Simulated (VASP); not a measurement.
Wanted: the native input for a VASP 6.6.1 run.

| Quantity | Value |
| --- | --- |
| Task | single point |
| Functional | r2SCAN |
| Potentials or basis | VASP PAW PBE potentials, release 64 (Ga_d, In_d, P) |
| Cutoff | 520 eV |
| k mesh | 6 × 6 × 2 |
| Occupations | fermi-dirac, width 0.02 eV |
| Spin | no spin polarisation |
| Dipole correction | no |
| Further INCAR settings | ALGO = Normal; EDIFF = 1e-06; NBANDS = 36 |

InGa2P3:

```
CELL_PARAMETERS angstrom
3.96008 0.00000 0.00000
-1.98004 3.42953 0.00000
0.00000 0.00000 9.74039
ATOMIC_POSITIONS crystal
Ga 0.00000 0.00000 0.99322
Ga 0.66667 0.33333 0.67396
In 0.33333 0.66667 0.33507
P 0.66667 0.33333 0.91651
P 0.33333 0.66667 0.59683
P 0.00000 0.00000 0.23440
```

One way to write it, as run:

POSCAR

```
InGa2P3
1.0
    3.9600764336      0.0000000000      0.0000000000
   -1.9800382168      3.4295267924      0.0000000000
    0.0000000000      0.0000000000      9.7403922071
Ga In P
2 1 3
Direct
    0.0000000000      0.0000000000     -0.0067803703
    0.6666666667      0.3333333333      0.6739630610
    0.3333333333      0.6666666667      0.3350726180
    0.6666666667      0.3333333333      0.9165128973
    0.3333333333      0.6666666667      0.5968302630
    0.0000000000      0.0000000000      0.2344015311
```

INCAR.step1

```
SYSTEM = InGa2P3
ALGO = Normal
EDIFF = 1E-4
ENCUT = 520
GGA = PE
ISMEAR = -1
LASPH = .TRUE.
LCHARG = .FALSE.
LREAL = .FALSE.
LWAVE = .TRUE.
NBANDS = 36
NELM = 60
PREC = Accurate
SIGMA = 0.02
```

INCAR.step2

```
SYSTEM = InGa2P3
ALGO = Normal
EDIFF = 1E-6
ENCUT = 520
ISIF = 2
ISMEAR = -1
ISTART = 1
LASPH = .TRUE.
LCHARG = .FALSE.
LMIXTAU = .TRUE.
LREAL = .FALSE.
LWAVE = .FALSE.
METAGGA = R2SCAN
NBANDS = 36
NELM = 60
PREC = Accurate
SIGMA = 0.02
```

KPOINTS

```
k-points
0
G
  6 6 2
  0 0 0
```

Potentials or basis: VASP PAW PBE potentials, release 64 (Ga_d, In_d, P).

Command:

```sh
$ cat potpaw_PBE.64/Ga_d/POTCAR potpaw_PBE.64/In_d/POTCAR potpaw_PBE.64/P/POTCAR > POTCAR
$ cp INCAR.step1 INCAR
$ mpirun -np 1 vasp_std > vasp.out
$ cp INCAR.step2 INCAR
$ mpirun -np 1 vasp_std > vasp.out
```

It gave:

* Pressure: -0.1 GPa
* Largest force: 0.016 eV/Å
* Band gap on the k mesh: 1.39 eV

Caveat: the PAW data sets were made with another functional, which shifts forces and pressure a little; spin-orbit coupling is left out, which moves the levels of the heavy elements.

It took 3.5 min on 1 thread of Intel(R) Xeon(R) 6975P-C (Granite Rapids) (shared host), peak memory 0.29 GiB.
